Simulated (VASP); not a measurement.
# TiInSe3 (Pm-3m) in VASP: further runs, part 2 of 2

VASP 6.6.1.

## Step 3: Single point, PBE, collinear spin

This run uses another cell than the first one, of 21.91 Å³/atom.

The input, INCAR:

```
  PREC = Accurate
  ENCUT = 520
  EDIFF = 1E-6
  ISMEAR = 0
  SIGMA = 0.1
  LREAL = False
  LASPH = True
  NELM = 150
  ALGO = Normal
  ISIF = 2
  LWAVE = False
  LCHARG = True
  ISPIN = 2
  MAGMOM = 1 0 0 0 0
  LORBIT = 11
  LMAXMIX = 4
  GGA = PE
  LELF = True
  LVHAR = True
  NBANDS = 34
```

The input, KPOINTS:

```
Automatic mesh
0
Gamma
  4 4 4
```

The input, POSCAR:

```
TiInSe3
1.0
    4.7846759200      0.0000000000      0.0000000000
    0.0000000000      4.7846759200      0.0000000000
    0.0000000000      0.0000000000      4.7846759200
Ti In Se
1 1 3
Direct
    0.5000000000      0.5000000000      0.5000000000
    0.0000000000      0.0000000000      0.0000000000
    0.0000000000      0.5000000000      0.5000000000
    0.5000000000      0.5000000000      0.0000000000
    0.5000000000      0.0000000000      0.5000000000
```

Potentials or basis: VASP PAW PBE potentials, release 64 (Ti_sv, In_d, Se).

On the command line:

```bash
$ cat potpaw_PBE.64/Ti_sv/POTCAR potpaw_PBE.64/In_d/POTCAR potpaw_PBE.64/Se/POTCAR > POTCAR
$ mpirun -np 1 vasp_std > vasp.out
```

OUTCAR:

```text
PREC = Accurate
   ENCUT = 520
   EDIFF = 1E-6
   ISMEAR = 0
   LREAL = False
   LASPH = True
   NELM = 150
   ISIF = 2
   ISPIN = 2
   LORBIT = 11
   GGA = PE

 ion  position               nearest neighbor table
   1  0.500  0.500  0.500-   3 2.39   4 2.39   5 2.39   4 2.39   5 2.39   3 2.39
   2  0.000  0.000  0.000-   3 3.38   4 3.38   5 3.38   3 3.38   5 3.38   3 3.38   4 3.38   3 3.38
                             4 3.38   5 3.38   5 3.38   4 3.38
   3  0.000  0.500  0.500-   1 2.39   1 2.39   2 3.38   2 3.38   2 3.38   2 3.38
   4  0.500  0.500  0.000-   1 2.39   1 2.39   2 3.38   2 3.38   2 3.38   2 3.38
   5  0.500  0.000  0.500-   1 2.39   1 2.39   2 3.38   2 3.38   2 3.38   2 3.38

  LATTYP: Found a simple cubic cell.
 ALAT       =     4.7846759200

  Lattice vectors:

 A1 = (   4.7846759200,   0.0000000000,   0.0000000000)
 A2 = (   0.0000000000,   4.7846759200,   0.0000000000)
 A3 = (   0.0000000000,   0.0000000000,   4.7846759200)
[... 919 lines left out ...]
  Direction    XX          YY          ZZ          XY          YZ          ZX
  --------------------------------------------------------------------------------------
  -------------------------------------------------------------------------------------
  Total        7.9776221      7.9776221      7.9776221     -0.0000000      0.0000000     -0.0000000
  in kB      116.6880707    116.6880707    116.6880707     -0.0000000      0.0000000     -0.0000000
  external PRESSURE =     116.6880707 kB  Pullay stress =       0.0000000 kB

 VOLUME and BASIS-vectors are now :
 -----------------------------------------------------------------------------
  energy-cutoff  :      520.00
  volume of cell :      109.54
      direct lattice vectors                 reciprocal lattice vectors
     4.784675920  0.000000000  0.000000000     0.209000571  0.000000000  0.000000000
     0.000000000  4.784675920  0.000000000     0.000000000  0.209000571  0.000000000
     0.000000000  0.000000000  4.784675920     0.000000000  0.000000000  0.209000571

 POSITION                                       TOTAL-FORCE (eV/Angst)
 -----------------------------------------------------------------------------------
      2.39234      2.39234      2.39234         0.000000      0.000000      0.000000
      0.00000      0.00000      0.00000         0.000000      0.000000      0.000000
      0.00000      2.39234      2.39234         0.000000      0.000000      0.000000
      2.39234      2.39234      0.00000         0.000000      0.000000      0.000000
      2.39234      0.00000      2.39234         0.000000      0.000000      0.000000
 -----------------------------------------------------------------------------------
    total drift:                                0.000000      0.000000      0.000000

  FREE ENERGIE OF THE ION-ELECTRON SYSTEM (eV)
  ---------------------------------------------------
  free  energy   TOTEN  =       -22.9361871784 eV

  energy  without entropy=      -22.9082598832  energy(sigma->0) =      -22.92222353

 total charge

# of ion       s       p       d       tot
------------------------------------------
    1        2.206   6.222   1.997  10.425
    2        1.119   0.216   9.859  11.194
    3        1.477   2.392   0.034   3.904
    4        1.477   2.392   0.034   3.904
    5        1.477   2.392   0.034   3.904
--------------------------------------------------
tot          7.756  13.615  11.959  33.330

 magnetization (x)

# of ion       s       p       d       tot
------------------------------------------
    1       -0.000   0.000   0.000   0.000
    2       -0.000  -0.000  -0.000  -0.000
    3       -0.000  -0.000   0.000  -0.000
    4       -0.000  -0.000   0.000  -0.000
    5       -0.000  -0.000   0.000  -0.000
--------------------------------------------------
tot         -0.000  -0.000   0.000  -0.000
```

OSZICAR:

```text
N       E                     dE             d eps       ncg     rms          rms(c)
DAV:   1     0.447009349084E+03    0.44701E+03   -0.19211E+04  1360   0.136E+03
DAV:   2     0.348238411142E+02   -0.41219E+03   -0.39159E+03  1400   0.392E+02
DAV:   3    -0.211980754306E+02   -0.56022E+02   -0.53503E+02  1984   0.135E+02
DAV:   4    -0.253203686321E+02   -0.41223E+01   -0.40686E+01  1960   0.316E+01
DAV:   5    -0.255257940933E+02   -0.20543E+00   -0.20517E+00  1920   0.588E+00    0.157E+01
DAV:   6    -0.242750064139E+02    0.12508E+01   -0.16896E+01  1650   0.300E+01    0.105E+01
DAV:   7    -0.232940782747E+02    0.98093E+00   -0.12489E+01  1584   0.219E+01    0.646E+00
DAV:   8    -0.229279240078E+02    0.36615E+00   -0.90835E-01  1532   0.707E+00    0.206E+00
DAV:   9    -0.229441052046E+02   -0.16181E-01   -0.15578E-01  1912   0.230E+00    0.144E+00
DAV:  10    -0.229355654542E+02    0.85398E-02   -0.40137E-02  1622   0.136E+00    0.361E-01
DAV:  11    -0.229361033190E+02   -0.53786E-03   -0.25568E-03  1742   0.278E-01    0.169E-01
DAV:  12    -0.229363519179E+02   -0.24860E-03   -0.19250E-03  1772   0.243E-01    0.145E-01
DAV:  13    -0.229361893823E+02    0.16254E-03   -0.51350E-04  1590   0.158E-01    0.315E-02
DAV:  14    -0.229361892543E+02    0.12795E-06   -0.33042E-05  2006   0.338E-02    0.127E-02
DAV:  15    -0.229361873296E+02    0.19248E-05   -0.16665E-06  1176   0.114E-02    0.375E-03
DAV:  16    -0.229361871784E+02    0.15110E-06   -0.35245E-07   930   0.438E-03
   1 F= -.22936187E+02 E0= -.22922224E+02  d E =-.279273E-01  mag=    -0.0002
```

stdout:

```text
POSCAR found type information on POSCAR TiInSe
 POSCAR found :  3 types and       5 ions
 scaLAPACK will be used
 LDA part: xc-table for (Slater+PW92), standard interpolation
 POSCAR, INCAR and KPOINTS ok, starting setup
 FFT: planning ... GRIDC
 FFT: planning ... GRID_SOFT
 FFT: planning ... GRID
 WAVECAR not read
 entering main loop
```

It took 2 min on 1 thread of AMD EPYC 7R43 (Zen 3), shared host; peak memory 0.22 GiB.

What came out:

- Free energy: -22.9362 eV
- Pressure: 11.7 GPa
- Net moment: 0.00 μB per cell
- Valence electrons inside the program's atomic spheres: Ti 10.43; In 11.19; Se 3.90

Caveat: the cell stands under pressure; spin-orbit coupling is left out, which moves the levels of the heavy elements.

## Step 4: Single point, PBE, collinear spin

This run uses another cell than the first one, of 25.30 Å³/atom.

The input, INCAR:

```
PREC = Accurate
ENCUT = 520
EDIFF = 1E-6
ISMEAR = 0
SIGMA = 0.1
LREAL = False
LASPH = True
NELM = 150
ALGO = Normal
ISIF = 2
LWAVE = False
LCHARG = False
ISPIN = 2
MAGMOM = 1 0 0 0 0
LORBIT = 11
LMAXMIX = 4
GGA = PE
NBANDS = 34
```

The input, KPOINTS:

```
regular mesh
0
Gamma
  4 4 4
```

POSCAR: that of step 3 with these lines changed.

```diff
@@ -2,5 +2,5 @@
 1.0
-    4.7846759200      0.0000000000      0.0000000000
-    0.0000000000      4.7846759200      0.0000000000
-    0.0000000000      0.0000000000      4.7846759200
+    5.0202294873      0.0000000000      0.0000000000
+    0.0000000000      5.0202294873      0.0000000000
+    0.0000000000      0.0000000000      5.0202294873
 Ti In Se
```

Potentials or basis: VASP PAW PBE potentials, release 64 (Ti_sv, In_d, Se).

On the command line:

```bash
$ cat potpaw_PBE.64/Ti_sv/POTCAR potpaw_PBE.64/In_d/POTCAR potpaw_PBE.64/Se/POTCAR > POTCAR
$ mpirun -np 1 vasp_std > vasp.out
```

OUTCAR:

```text
PREC = Accurate
   ENCUT = 520
   EDIFF = 1E-6
   ISMEAR = 0
   LREAL = False
   LASPH = True
   NELM = 150
   ISIF = 2
   ISPIN = 2
   LORBIT = 11
   GGA = PE

 ion  position               nearest neighbor table
   1  0.500  0.500  0.500-   3 2.51   4 2.51   5 2.51   4 2.51   5 2.51   3 2.51
   2  0.000  0.000  0.000-
   3  0.000  0.500  0.500-   1 2.51   1 2.51
   4  0.500  0.500  0.000-   1 2.51   1 2.51
   5  0.500  0.000  0.500-   1 2.51   1 2.51

  LATTYP: Found a simple cubic cell.
 ALAT       =     5.0202294873
[... 938 lines left out ...]
     0.000000000  5.020229487  0.000000000     0.000000000  0.199194081  0.000000000
     0.000000000  0.000000000  5.020229487     0.000000000  0.000000000  0.199194081

 POSITION                                       TOTAL-FORCE (eV/Angst)
 -----------------------------------------------------------------------------------
      2.51011      2.51011      2.51011         0.000000      0.000000      0.000000
      0.00000      0.00000      0.00000         0.000000      0.000000      0.000000
      0.00000      2.51011      2.51011         0.000000      0.000000      0.000000
      2.51011      2.51011      0.00000         0.000000      0.000000      0.000000
      2.51011      0.00000      2.51011         0.000000      0.000000      0.000000
 -----------------------------------------------------------------------------------
    total drift:                                0.000000      0.000000     -0.000000

  FREE ENERGIE OF THE ION-ELECTRON SYSTEM (eV)
  ---------------------------------------------------
  free  energy   TOTEN  =       -23.5100000089 eV

  energy  without entropy=      -23.4874640403  energy(sigma->0) =      -23.49873202

 total charge

# of ion       s       p       d       tot
------------------------------------------
    1        2.177   6.157   1.837  10.172
    2        1.146   0.167   9.851  11.164
    3        1.470   2.337   0.021   3.829
    4        1.470   2.337   0.021   3.829
    5        1.470   2.337   0.021   3.829
--------------------------------------------------
tot          7.734  13.335  11.752  32.821

 magnetization (x)

# of ion       s       p       d       tot
------------------------------------------
    1       -0.000  -0.000  -0.000  -0.000
    2        0.000  -0.000   0.000   0.000
    3        0.000   0.000  -0.000   0.000
    4        0.000   0.000  -0.000   0.000
    5        0.000   0.000  -0.000   0.000
--------------------------------------------------
tot          0.000   0.000  -0.000   0.000
```

Wall time 2 min (1 thread of AMD EPYC 7R43 (Zen 3), shared host); peak memory 0.27 GiB.

What came out:

```yaml
Free_energy: -23.5100 eV
Pressure: 0.4 GPa
Net_moment: 0.00 μB per cell
Valence_electrons_inside_the_program's_atomic_spheres: Ti 10.17; In 11.16; Se 3.83
```

Levels at points of the mesh, in eV from the Fermi level:
Spin up:
```csv
k point,band 19,band 20,band 21,band 22,band 23,band 24
"(0.00, 0.00, 0.00)",-0.70,-0.12,-0.12,-0.12,0.21,0.21
"(0.50, 0.00, 0.00)",-1.19,-0.16,-0.16,0.23,0.26,1.34
"(0.50, 0.50, 0.00)",-2.01,-2.01,-1.17,0.72,1.82,1.82
"(0.50, 0.50, 0.50)",-3.06,0.73,0.73,0.73,1.56,1.56
```
Spin down:
| k point | band 18 | band 19 | band 20 | band 21 | band 22 | band 23 | band 24 | band 25 |
| --- | --- | --- | --- | --- | --- | --- | --- | --- |
| (0.00, 0.00, 0.00) | -0.70 | -0.70 | -0.12 | -0.12 | -0.12 | 0.21 | 0.21 | 0.21 |
| (0.50, 0.00, 0.00) | -2.38 | -1.19 | -0.16 | -0.16 | 0.24 | 0.26 | 1.34 | 1.70 |
| (0.50, 0.50, 0.00) | -2.13 | -2.01 | -2.01 | -1.17 | 0.72 | 1.82 | 1.82 | 1.82 |
| (0.50, 0.50, 0.50) | -3.06 | -3.06 | 0.73 | 0.73 | 0.73 | 1.56 | 1.56 | 1.56 |

Caveat: spin-orbit coupling is left out, which moves the levels of the heavy elements.

## Step 5: Overview

| spin | cell | k mesh | gap on the mesh (eV) | pressure (GPa) | moment (μB) |
| --- | --- | --- | --- | --- | --- |
| off | a = 5.024 Å, 5 atoms | 8 × 8 × 8 | none | 0.0 | - |
| collinear | a = 4.785 Å, 5 atoms | 4 × 4 × 4 | none | 11.7 | 0.00 |
| collinear | a = 5.020 Å, 5 atoms | 4 × 4 × 4 | none | 0.4 | 0.00 |

Alike in all rows: task single point; level PBE; potentials or basis VASP PAW PBE potentials, release 64 (Ti_sv, In_d, Se); cutoff (eV) 520; smearing gaussian 0.1 eV.

Caveats: spin-orbit coupling is left out, which moves the levels of the heavy elements; an odd number of electrons without spin polarisation forces a metal (at least some runs); a magnetic or distorted state may lie lower (at least some runs); the cell stands under pressure (at least some runs).

Total energies depend on the potentials used, so only differences within one code and one set of settings carry meaning.
